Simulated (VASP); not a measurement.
# CuO2 (Cmcm) in VASP: further runs

The runs below take CuO2 through single point, with PBEsol.

All numbers are computed with VASP 6.6.1; they aren't measurements. Logs are shortened: lines on timing, memory, paths and dates and some standing lists are left out, and cuts for length are marked.

### 1 The cell of the first run

Symmetry: Cmcm, No. 63, orthorhombic system. Conventional cell: a = 2.825 Å, b = 10.421 Å, c = 4.343 Å, α = 90.00°, β = 90.00°, γ = 90.00°. Cu (site symmetry m2m) has 6 O at 1.86 to 2.22 Å within 2.5 Å. Within 2.5 Å of O (site symmetry m2m) lie 4 Cu at 1.90 to 2.22 Å and 1 O at 2.47 Å. Within 2.5 Å of O (site symmetry m2m) lie 2 Cu at 1.86 Å and 3 O at 2.42 to 2.47 Å.

### 2 Single point, PBEsol

Contents of INCAR:

```
ALGO = Normal
EDIFF = 1E-6
ENCUT = 520
GGA = PS
ISIF = 2
ISMEAR = -1
LASPH = T
LCHARG = T
LELF = T
LREAL = F
LVHAR = T
LWAVE = F
NBANDS = 32
NELM = 60
PREC = Accurate
SIGMA = 0.1
```

Contents of KPOINTS:

```
k-points
0
Gamma
  13 13 9
```

Contents of POSCAR:

```
CuO2
1.0
    1.4126150000     -5.2107470000      0.0000000000
    1.4126150000      5.2107470000      0.0000000000
    0.0000000000      0.0000000000      4.3434240000
Cu O
2 4
Direct
    0.1672530000      0.8327470000      0.7500000000
    0.8327470000      0.1672530000      0.2500000000
    0.7889700000      0.2110300000      0.7500000000
    0.2110300000      0.7889700000      0.2500000000
    0.5514860000      0.4485140000      0.7500000000
    0.4485140000      0.5514860000      0.2500000000
```

Potentials or basis: VASP PAW PBE potentials, release 64 (Cu, O).

Command:

```
$ cat potpaw_PBE.64/Cu/POTCAR potpaw_PBE.64/O/POTCAR > POTCAR
$ mpirun -np 1 vasp_std > vasp.out
```

OUTCAR:

```text
EDIFF = 1E-6
   ENCUT = 520
   GGA = PS
   ISIF = 2
   ISMEAR = -1
   LASPH = T
   LREAL = F
   NELM = 60
   PREC = Accurate

 ion  position               nearest neighbor table
   1  0.167  0.833  0.750-   5 1.86   5 1.86   3 1.90   3 1.90   4 2.22   4 2.22
   2  0.833  0.167  0.250-   6 1.86   6 1.86   4 1.90   4 1.90   3 2.22   3 2.22
   3  0.789  0.211  0.750-   1 1.90   1 1.90   2 2.22   2 2.22
   4  0.211  0.789  0.250-   2 1.90   2 1.90   1 2.22   1 2.22
   5  0.551  0.449  0.750-   1 1.86   1 1.86
   6  0.449  0.551  0.250-   2 1.86   2 1.86

  LATTYP: Found a base centered orthorhombic cell.
 ALAT       =     2.8252300000
 B/A-ratio  =     3.6887241039
 C/A-ratio  =     1.5373700548

  Lattice vectors:

 A1 = (   1.4126150000,  -5.2107470000,   0.0000000000)
 A2 = (   1.4126150000,   5.2107470000,   0.0000000000)
 A3 = (   0.0000000000,   0.0000000000,   4.3434240000)

Analysis of symmetry for initial positions (statically):
=====================================================================
 Subroutine PRICEL returns:
 Original cell was already a primitive cell.

 Routine SETGRP: Setting up the symmetry group for a
 base centered orthorhombic supercell.

 Subroutine GETGRP returns: Found  8 space group operations
 (whereof  4 operations were pure point group operations)
 out of a pool of  8 trial point group operations.

The static configuration has the point symmetry C_2h.
 The point group associated with its full space group is D_2h.

Analysis of symmetry for dynamics (positions and initial velocities):
=====================================================================
 Subroutine PRICEL returns:
 Original cell was already a primitive cell.

 Routine SETGRP: Setting up the symmetry group for a
 base centered orthorhombic supercell.

 Subroutine GETGRP returns: Found  8 space group operations
 (whereof  4 operations were pure point group operations)
 out of a pool of  8 trial point group operations.

The dynamic configuration has the point symmetry C_2h.
 The point group associated with its full space group is D_2h.

 Subroutine INISYM returns: Found  8 space group operations
 (whereof  4 operations are pure point group operations),
 and found     1 'primitive' translations

----------------------------------------------------------------------------------------

                                     Primitive cell

  volume of cell :      63.9420

  direct lattice vectors                    reciprocal lattice vectors
     1.412615000 -5.210747000  0.000000000     0.353953483 -0.095955532  0.000000000
     1.412615000  5.210747000  0.000000000     0.353953483  0.095955532  0.000000000
     0.000000000  0.000000000  4.343424000     0.000000000  0.000000000  0.230233106

  length of vectors
     5.398830006  5.398830006  4.343424000     0.366729509  0.366729509  0.230233106

  position of ions in fractional coordinates (direct lattice)
     0.167253000  0.832747000  0.750000000
     0.832747000  0.167253000  0.250000000
     0.788970000  0.211030000  0.750000000
     0.211030000  0.788970000  0.250000000
     0.551486000  0.448514000  0.750000000
     0.448514000  0.551486000  0.250000000

  ion indices of the primitive-cell ions
   primitive index   ion index
                 1           1
                 2           2
                 3           3
                 4           4
                 5           5
                 6           6

----------------------------------------------------------------------------------------

 KPOINTS: k-points

Automatic generation of k-mesh.
 Grid dimensions read from file:
 generate k-points for:   13   13    9

 Generating k-lattice:

  Cartesian coordinates                     Fractional coordinates (reciprocal lattice)
     0.027227191 -0.007381195  0.000000000     0.076923077  0.000000000  0.000000000
     0.027227191  0.007381195  0.000000000     0.000000000  0.076923077  0.000000000
     0.000000000  0.000000000  0.025581456     0.000000000  0.000000000  0.111111111

  Length of vectors
     0.028209962  0.028209962  0.025581456

  Shift w.r.t. Gamma in fractional coordinates (k-lattice)
     0.000000000  0.000000000  0.000000000

 Subroutine IBZKPT returns following result:
 ===========================================

 Found    245 irreducible k-points:

 Following reciprocal coordinates:
            Coordinates               Weight
  0.000000  0.000000  0.000000      1.000000
  0.076923  0.000000  0.000000      4.000000
  0.153846  0.000000  0.000000      4.000000
  0.230769  0.000000  0.000000      4.000000
  0.307692  0.000000  0.000000      4.000000
  0.384615  0.000000  0.000000      4.000000
[... 16 lines left out ...]
  0.384615  0.153846  0.000000      4.000000
  0.461538  0.153846  0.000000      4.000000
 [... further k-points ...]
   k-points           NKPTS =    245   k-points in BZ     NKDIM =    245   number of bands    NBANDS=     32
   number of dos      NEDOS =    301   number of ions     NIONS =      6
   total plane-waves  NPLWV =  51200
   dimension x,y,z NGX =    40 NGY =   40 NGZ =   32
   dimension x,y,z NGXF=    80 NGYF=   80 NGZF=   64
   ions per type =               2   4
   NGX,Y,Z   is equivalent  to a cutoff of  12.32, 12.32, 12.25 a.u.
   NGXF,Y,Z  is equivalent  to a cutoff of  24.63, 24.63, 24.50 a.u.
 SYSTEM =  unknown system
   PREC   = accura    normal or accurate (medium, high low for compatibility)
   ISTART =      0    job   : 0-new  1-cont  2-samecut
   ICHARG =      2    charge: 1-file 2-atom 10-const
   ISPIN  =      1    spin polarized calculation?
   LNONCOLLINEAR =      F non collinear calculations
   LSORBIT =      F    spin-orbit coupling
   LASPH  =      T    aspherical Exc in radial PAW
   ENCUT  =  520.0 eV  38.22 Ry    6.18 a.u.  10.04 10.04  8.08*2*pi/ulx,y,z
   NELM   =     60;   NELMIN=  2; NELMDL= -5     # of ELM steps
   EDIFF  = 0.1E-05   stopping-criterion for ELM
   LREAL  =      F    real-space projection
   EDIFFG = 0.1E-04   stopping-criterion for IOM
   NSW    =      0    number of steps for IOM
   IBRION =     -1    ionic relax: 0-MD 1-quasi-New 2-CG
   NFREE  =      0    steps in history (QN), initial steepest desc. (CG)
   ISIF   =      2    stress and relaxation
   ISYM   =      2    0-nonsym 1-usesym 2-fastsym
   POTIM  = 0.5000    time-step for ionic-motion
   TEBEG  =    0.0;   TEEND  =   0.0 temperature during run
   PSTRESS=    0.0 pullay stress
   NELECT =      46.0000    total number of electrons
   NUPDOWN=      -1.0000    fix difference up-down
   EMIN   =  10.00;   EMAX   =-10.00  energy-range for DOS
   EFERMI =   0.00;   METHOD = LEGACY
   ISMEAR =    -1;   SIGMA  =   0.10  broadening in eV -4-tet -1-fermi 0-gaus
   EFERMI_NEDOS =   21; number of points for ismear=-14 and -15
   IALGO  =     38    algorithm
   IMIX   =      4    mixing-type and parameters
     AMIX     =   0.40;   BMIX     =  1.00
     AMIX_MAG =   1.60;   BMIX_MAG =  1.00
  volume/ion in A,a.u.               =      10.66        71.92
  Fermi-wavevector in a.u.,A,eV,Ry     =   1.466894  2.772028 29.276722  2.151778
  Thomas-Fermi vector in A             =   2.582577
   LORBIT       =      0    0 simple, 1 ext, 2 COOP (PROOUT), +10 PAW based schemes
   GGA     = PS    functional components
   LHFCALC =     F    Hartree Fock is set to
   AEXX    =    0.0000 exact exchange contribution
   IVDW    =     0    specifies the selected vdW correction
   LEPSILON=     F    determine dielectric tensor
   LRPA    =     F    only Hartree local field effects (RPA)
 non-spin polarized calculation
  energy-cutoff  :      520.00
  volume of cell :       63.94
 maximum number of plane-waves:      1740
   NGX = 21   NGY = 21   NGZ = 17

 number of electron      45.9999979 magnetization

 Free energy of the ion-electron system (eV)
  ---------------------------------------------------
  ext. energy  EPLUGINS =         0.00000000
  ---------------------------------------------------
  free energy    TOTEN  =       -29.77879128 eV

  energy without entropy =      -29.62343290  energy(sigma->0) =      -29.70111209

 E-fermi :   2.4171     XC(G=0): -11.2261

 val. band max:        2.4168285166   @ k =  -0.3846   0.3077   0.4444
 cond. band min:       2.4239034408   @ k =  -0.3077   0.0769   0.2222
 fundamental gap:      0.0070749242
 Fermi energy:         2.4170810606

 k-point     1 :       0.0000    0.0000    0.0000
  band No.  band energies     occupation
      1     -16.6932      2.00000
      2     -15.1627      2.00000
      3     -15.0101      2.00000
      4     -14.3623      2.00000
      5      -3.7098      2.00000
      6      -3.5173      2.00000
[... 24 lines left out ...]
     31      14.1380      0.00000
     32      15.3028      0.00000

 k-point     2 :       0.0769    0.0000    0.0000
  band No.  band energies     occupation
      1     -16.6387      2.00000
      2     -15.1505      2.00000
      3     -14.9943      2.00000
      4     -14.3636      2.00000
      5      -3.6817      2.00000
      6      -3.4622      2.00000
[... 24 lines left out ...]
     31      14.3178      0.00000
     32      15.2552      0.00000

 k-point     3 :       0.1538    0.0000    0.0000
  band No.  band energies     occupation
      1     -16.4812      2.00000
      2     -15.1215      2.00000
      3     -14.9497      2.00000
      4     -14.3658      2.00000
      5      -3.5926      2.00000
      6      -3.3629      2.00000
[... 24 lines left out ...]
     31      14.8084      0.00000
     32      15.1189      0.00000

 k-point     4 :       0.2308    0.0000    0.0000
  band No.  band energies     occupation
      1     -16.2390      2.00000
      2     -15.0894      2.00000
      3     -14.8942      2.00000
      4     -14.3617      2.00000
      5      -3.4579      2.00000
      6      -3.2108      2.00000
[... 24 lines left out ...]
     31      14.9789      0.00000
     32      15.4815      0.00000

 k-point     5 :       0.3077    0.0000    0.0000
  band No.  band energies     occupation
      1     -15.9430      2.00000
      2     -15.0641      2.00000
      3     -14.8654      2.00000
      4     -14.3413      2.00000
      5      -3.2931      2.00000
      6      -3.0221      2.00000
[... 584 lines left out ...]
     31      15.8379      0.00000
     32      15.9777      0.00000

 k-point    22 :       0.3077    0.1538    0.0000
  band No.  band energies     occupation
      1     -15.4086      2.00000
      2     -15.0791      2.00000
      3     -14.9311      2.00000
      4     -14.2854      2.00000
      5      -3.4588      2.00000
      6      -3.3243      2.00000
[... 24 lines left out ...]
     31      15.6990      0.00000
     32      15.9790      0.00000

 k-point    23 :       0.3846    0.1538    0.0000
  band No.  band energies     occupation
      1     -15.3143      2.00000
      2     -15.1980      2.00000
      3     -14.9180      2.00000
      4     -14.2764      2.00000
      5      -3.5385      2.00000
      6      -3.2358      2.00000
[... 24 lines left out ...]
     31      15.5919      0.00000
     32      15.8116      0.00000

 k-point    24 :       0.4615    0.1538    0.0000
  band No.  band energies     occupation
      1     -15.5620      2.00000
      2     -15.1752      2.00000
      3     -14.8676      2.00000
      4     -14.2928      2.00000
      5      -3.3322      2.00000
      6      -3.0875      2.00000
[... 24 lines left out ...]
     31      15.5375      0.00000
     32      15.8081      0.00000

 [... further k-points ...]
[... 5 lines left out ...]
  --------------------------------------------------------------------------------------
  -------------------------------------------------------------------------------------
  Total       -3.4330967     -2.9136901     -2.6833883      0.0000000      0.0000000      0.0000000
  in kB      -86.0222091    -73.0075733    -67.2369624      0.0000000      0.0000000      0.0000000
  external PRESSURE =     -75.4222483 kB  Pullay stress =       0.0000000 kB

 VOLUME and BASIS-vectors are now :
 -----------------------------------------------------------------------------
  energy-cutoff  :      520.00
  volume of cell :       63.94
      direct lattice vectors                 reciprocal lattice vectors
     1.412615000 -5.210747000  0.000000000     0.353953483 -0.095955532  0.000000000
     1.412615000  5.210747000  0.000000000     0.353953483  0.095955532  0.000000000
     0.000000000  0.000000000  4.343424000     0.000000000  0.000000000  0.230233106

 POSITION                                       TOTAL-FORCE (eV/Angst)
 -----------------------------------------------------------------------------------
      1.41261      3.46772      3.25757         0.000000     -0.016265     -0.000000
      1.41261     -3.46772      1.08586         0.000000      0.016265      0.000000
      1.41261     -3.01150      3.25757         0.000000      0.452726      0.000000
      1.41261      3.01150      1.08586         0.000000     -0.452726      0.000000
      1.41261     -0.53656      3.25757         0.000000     -0.229089      0.000000
      1.41261      0.53656      1.08586         0.000000      0.229089     -0.000000
 -----------------------------------------------------------------------------------
    total drift:                               -0.000000      0.000000     -0.000000

  FREE ENERGIE OF THE ION-ELECTRON SYSTEM (eV)
  ---------------------------------------------------
  free  energy   TOTEN  =       -29.7787912767 eV

  energy  without entropy=      -29.6234328958  energy(sigma->0) =      -29.70111209
```

Run time: 13 min. Hardware: 1 thread of AMD EPYC 7R13 (Zen 3), shared host; peak memory 0.47 GiB.

What came out:

| Property | Result |
| --- | --- |
| Free energy | -29.7788 eV |
| Pressure | -7.5 GPa |
| Largest force | 0.453 eV/Å |
| Band gap on the k mesh | zero (band 23 reaches 2.64 eV, above the bottom of band 24 at 2.22 eV) |

Forces in eV/Å, atoms in the order of the input:
```
Cu   0.000 -0.016  0.000
Cu   0.000  0.016  0.000
O    0.000  0.453  0.000
O    0.000 -0.453  0.000
O    0.000 -0.229  0.000
O    0.000  0.229  0.000
```

Caveat: the PAW data sets were made with another functional, which shifts forces and pressure a little; semilocal functionals often make such compounds metallic where correlation or magnetic order opens a gap, which also shifts bond lengths. With open d or f shells a metallic result of PBEsol can be an artefact of self-interaction; +U or a hybrid may open a gap.

### 3 Single point, PBEsol

This run uses another cell than the first one, of 11.53 Å³/atom, 1.082 times its volume.

Contents of INCAR:

```
SYSTEM = CuO2
PREC     = Accurate       ! precision mode
ENCUT    = 700            ! plane-wave cutoff, eV
EDIFF    = 1E-6           ! SCF threshold, eV
ISMEAR   = -1             ! smearing method
SIGMA    = 0.05           ! smearing width, eV
LREAL    = .False.        ! projectors in reciprocal space
LASPH    = .True.         ! aspherical terms in the spheres
NELM     = 120            ! most SCF steps
ALGO     = Normal         ! electronic algorithm
ISIF     = 2              ! what is computed and relaxed
LWAVE    = .False.        ! write WAVECAR
LCHARG   = .False.        ! write CHGCAR
GGA      = PS             ! functional
NBANDS   = 40             ! bands
GGA_COMPAT= .False.
```

Contents of KPOINTS:

```
regular mesh
0
Gamma
  8 8 5
  0 0 0
```

POSCAR, as its differences from that of step 2:

```diff
@@ -2,4 +2,4 @@
 1.0
-    1.4126150000     -5.2107470000      0.0000000000
-    1.4126150000      5.2107470000      0.0000000000
+    1.4691196000     -5.4191768800      0.0000000000
+    1.4691196000      5.4191768800      0.0000000000
     0.0000000000      0.0000000000      4.3434240000
```

Potentials or basis: VASP PAW PBE potentials, release 64 (Cu_sv_GW, O).

Command:

```
$ cat potpaw_PBE.64/Cu_sv_GW/POTCAR potpaw_PBE.64/O/POTCAR > POTCAR
$ mpirun -np 1 vasp_std > vasp.out
```

Wall time 7.2 min (1 thread of Intel Xeon Platinum 8375C at 2.90GHz (Ice Lake), shared host); peak memory 0.44 GiB.

Results (log left out):

* Free energy: -29.5163 eV
* Pressure: -20.0 GPa
* Largest force: 1.142 eV/Å
* Band gap on the k mesh: zero (band 31 reaches 1.80 eV, above the bottom of band 32 at 1.48 eV)

Forces on the atoms (eV/Å):
```
Cu   0.000  0.003  0.000
Cu   0.000 -0.003  0.000
O    0.000  1.142  0.000
O    0.000 -1.142  0.000
O    0.000 -1.092  0.000
O    0.000  1.092  0.000
```

Stress tensor (GPa, compression positive):
```
-24.87   0.00   0.00
  0.00 -20.62   0.00
  0.00   0.00 -14.39
```

Levels at points of the mesh, in eV from the Fermi level:
```
           k point  band 28  band 29  band 30  band 31  band 32  band 33  band 34  band 35
(0.00, 0.00, 0.00)    -1.36    -1.04    -0.98    -0.58     0.02     0.70     0.99     5.21
(0.50, 0.00, 0.00)    -1.74    -1.73    -1.56    -1.32     0.33     0.41     0.52     9.16
(0.50, 0.50, 0.00)    -1.38    -1.14    -1.13    -0.89     0.35     0.84     0.97     6.63
```

Caveat: the PAW data sets were made with another functional, which shifts forces and pressure a little; semilocal functionals often make such compounds metallic where correlation or magnetic order opens a gap, which also shifts bond lengths.

### 4 Single point, PBEsol

This run uses another cell than the first one, of 11.09 Å³/atom, 1.040 times its volume.

Contents of INCAR:

```
SYSTEM = CuO2
PREC = Accurate
ENCUT = 700
EDIFF = 1E-6
ISMEAR = -1
SIGMA = 0.05
LREAL = .False.
LASPH = .True.
NELM = 120
ALGO = Normal
ISIF = 2
LWAVE = .False.
LCHARG = .True.
GGA = PS
LELF = .True.
LVHAR = .True.
NBANDS = 40
GGA_COMPAT = .False.
```

KPOINTS is that of step 3.

POSCAR, as its differences from that of step 3:

```diff
@@ -2,4 +2,4 @@
 1.0
-    1.4691196000     -5.4191768800      0.0000000000
-    1.4691196000      5.4191768800      0.0000000000
+    1.4408673000     -5.3149619400      0.0000000000
+    1.4408673000      5.3149619400      0.0000000000
     0.0000000000      0.0000000000      4.3434240000
```

Command:

```
$ cat potpaw_PBE.64/Cu_sv_GW/POTCAR potpaw_PBE.64/O/POTCAR > POTCAR
$ mpirun -np 1 vasp_std > vasp.out
```

Run time: 5.5 min. Hardware: 1 thread of Intel Xeon 6975P-C (Granite Rapids), shared host; peak memory 0.44 GiB.

It converged, with:

```yaml
Free_energy: -29.8268 eV
Pressure: -15.7 GPa
Largest_force: 0.879 eV/Å
Band_gap_on_the_k_mesh: zero (band 31 reaches 2.17 eV, above the bottom of band 32 at 1.89 eV)
```

Forces on the atoms (eV/Å):
```
Cu   0.000  0.002  0.000
Cu   0.000 -0.002  0.000
O    0.000  0.879  0.000
O    0.000 -0.879  0.000
O    0.000 -0.764  0.000
O    0.000  0.764  0.000
```

Stress tensor (GPa, compression positive):
```
-19.53   0.00   0.00
  0.00 -16.25   0.00
  0.00   0.00 -11.43
```

Levels at points of the mesh, in eV from the Fermi level:
| k point | band 28 | band 29 | band 30 | band 31 | band 32 | band 33 | band 34 | band 35 |
| --- | --- | --- | --- | --- | --- | --- | --- | --- |
| (0.00, 0.00, 0.00) | -1.34 | -1.04 | -1.03 | -0.59 | -0.03 | 0.84 | 1.13 | 5.52 |
| (0.50, 0.00, 0.00) | -1.81 | -1.80 | -1.63 | -1.33 | 0.34 | 0.52 | 0.61 | 9.59 |
| (0.50, 0.50, 0.00) | -1.46 | -1.18 | -1.17 | -0.92 | 0.36 | 0.99 | 1.12 | 7.01 |

Caveat: the PAW data sets were made with another functional, which shifts forces and pressure a little; semilocal functionals often make such compounds metallic where correlation or magnetic order opens a gap, which also shifts bond lengths. With open d or f shells a metallic result of PBEsol can be an artefact of self-interaction; +U or a hybrid may open a gap.

### 5 Overview

```csv
potentials or basis,cell,k mesh,cutoff (eV),smearing,second run,gap on the mesh (eV),pressure (GPa),largest force (eV/Å)
"VASP PAW PBE potentials, release 64 (Cu, O)","a = 5.399, b = 5.399, c = 4.343 Å, angles 90.0, 90.0, 149.7°, 6 atoms",13 × 13 × 9,520,fermi-dirac 0.1 eV,-,none,-7.5,0.45
"VASP PAW PBE potentials, release 64 (Cu_sv_GW, O)","a = 5.615, b = 5.615, c = 4.343 Å, angles 90.0, 90.0, 149.7°, 6 atoms",8 × 8 × 5,700,fermi-dirac 0.05 eV,valence_matched,none,-20.0,1.14
"VASP PAW PBE potentials, release 64 (Cu_sv_GW, O)","a = 5.507, b = 5.507, c = 4.343 Å, angles 90.0, 90.0, 149.7°, 6 atoms",8 × 8 × 5,700,fermi-dirac 0.05 eV,valence_matched,none,-15.7,0.88
```

Alike in all rows: task single point; level PBEsol; no spin polarisation.

Caveats: the PAW data sets were made with another functional, which shifts forces and pressure a little; semilocal functionals often make such compounds metallic where correlation or magnetic order opens a gap, which also shifts bond lengths.

Absolute energies hang on the potentials; compare differences alone.
